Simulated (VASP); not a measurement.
**CdH6: relaxation of cell and atoms with PBE**

The system is CdH6.

```xyz
7
Lattice="3.5527 0.0000 0.0000 0.0000 3.5527 0.0000 0.0000 0.0000 5.1549" Properties=species:S:1:pos:R:3 pbc="T T T"
Cd    0.0000    0.0000    2.5775
H     0.6379    0.6379    0.0000
H     2.9148    2.9148    0.0000
H     2.9148    0.6379    0.0000
H     0.6379    2.9148    0.0000
H     1.7764    0.0000    2.5775
H     0.0000    1.7764    2.5775
```

| Item | Value |
| --- | --- |
| Program | VASP 6.6.1 |
| Task | relaxation of cell and atoms |
| Functional | PBE |
| Potentials or basis | VASP PAW PBE potentials, release 64 (Cd, H) |
| Cutoff | 600 eV |
| k mesh | 6 × 6 × 4 |
| Occupations | gaussian, width 0.1 eV |
| Spin | no spin polarisation |
| Dipole correction | no |
| Further INCAR settings | ALGO = Normal; EDIFF = 1e-06; IBRION = 2; EDIFFG = -0.04; NSW = 90; ISIF = 3 |

```json
{
 "Relaxed volume": "9.52 Å³/atom",
 "Relaxed cell": "a = 3.520 Å, b = 3.520 Å, c = 5.381 Å, α = 90.00°, β = 90.00°, γ = 90.00°",
 "Space group after relaxing (to 0.05 Å)": "P4/mmm (No. 123)",
 "Energy gained by relaxing": "3.7 meV/atom",
 "Ionic steps": "5",
 "Pressure after relaxing": "0.4 GPa",
 "Largest force after relaxing": "0.035 eV/Å",
 "Band gap on the k mesh": "zero (band 9 reaches 0.64 eV, above the bottom of band 10 at -1.96 eV)"
}
```

Forces on the atoms (eV/Å):
```
Cd   0.000  0.000  0.000
H   -0.025 -0.025  0.000
H    0.025  0.025  0.000
H    0.025 -0.025  0.000
H   -0.025  0.025  0.000
H    0.000  0.000  0.000
H    0.000  0.000  0.000
```

Stress tensor (GPa, compression positive):
```
0.34 0.00 0.00
0.00 0.34 0.00
0.00 0.00 0.45
```

Step by step:
```tsv
step	energy change (eV)	largest force (eV/Å)	pressure (GPa)	volume (Å³)
1	0.0000	0.0382	0.17	65.07
2	-0.0073	0.0374	0.33	65.15
3	-0.0195	0.0351	0.85	65.40
4	-0.0205	0.0340	1.08	65.49
5	-0.0256	0.0352	0.38	66.67
```

Final structure:
```xyz
7
Lattice="3.5198 0.0000 0.0000 0.0000 3.5198 0.0000 0.0000 0.0000 5.3813" Properties=species:S:1:pos:R:3 pbc="T T T"
Cd    3.5198    0.0000    2.6906
H     0.6421    0.6421    5.3813
H     2.8777    2.8777    0.0000
H     2.8777    0.6421    5.3813
H     0.6421    2.8777    0.0000
H     1.7599    0.0000    2.6906
H     3.5198    1.7599    2.6906
```

Levels at points of the mesh, in eV from the Fermi level:
| k point | band 6 | band 7 | band 8 | band 9 | band 10 | band 11 | band 12 | band 13 |
| --- | --- | --- | --- | --- | --- | --- | --- | --- |
| (0.00, 0.00, 0.00) | -8.74 | -5.81 | 0.73 | 1.04 | 1.04 | 2.44 | 7.36 | 7.38 |
| (0.50, 0.00, 0.00) | -7.64 | -5.08 | -3.70 | -2.17 | 2.00 | 2.73 | 6.20 | 7.24 |
| (0.50, 0.50, 0.00) | -6.50 | -4.33 | -4.33 | -1.04 | -1.04 | 0.79 | 2.32 | 4.81 |
| (0.00, 0.00, 0.50) | -8.74 | -7.00 | 1.20 | 1.20 | 2.48 | 3.61 | 6.14 | 6.72 |
| (0.50, 0.00, 0.50) | -7.66 | -4.78 | -4.51 | -2.71 | 2.13 | 5.64 | 6.72 | 7.28 |
| (0.50, 0.50, 0.50) | -6.63 | -4.15 | -4.15 | -1.41 | -1.41 | -0.18 | 2.57 | 5.38 |

It took 40 s on 1 thread of Intel(R) Xeon(R) 6975P-C (Granite Rapids), with other jobs on the host, peak memory 0.2 GiB.
